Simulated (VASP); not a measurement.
Runs of VASP 6.6.1 on BiTe. The structure is that of space group R-3m (No. 166), or close to it. The cells are those of the table. 

| cell | gap on the mesh (eV) | pressure (GPa) |
| --- | --- | --- |
| a = 4.395 Å, angles 65.7°, 2 atoms | none | -0.4 |
| a = 4.454 Å, angles 63.6°, 2 atoms | none | -0.1 |
| a = 4.710 Å, angles 56.2°, 2 atoms | none | -0.1 |
| a = 4.154 Å, angles 77.8°, 2 atoms | none | -3.1 |
| a = 4.297 Å, angles 69.7°, 2 atoms | none | (a) |

Alike in all rows: task single point; level r2SCAN; potentials or basis VASP PAW PBE potentials, release 64 (Bi_d, Te); no spin polarisation; k mesh 12 × 12 × 12; cutoff (eV) 520; smearing gaussian 0.15 eV.

Q: Estimate the missing entries.

A: (a) -1.2.

Caveats: the PAW data sets were made with another functional, which shifts forces and pressure a little; spin-orbit coupling is left out, which moves the levels of the heavy elements; an odd number of electrons without spin polarisation forces a metal; a magnetic or distorted state may lie lower; the stress differs along the axes, from -5 to 1 GPa (at least some runs).

A k mesh can miss the band edges, and the runs leave out spin-orbit coupling on Bi, Te.

A gap of «none» marks levels without a gap at the run's occupations.
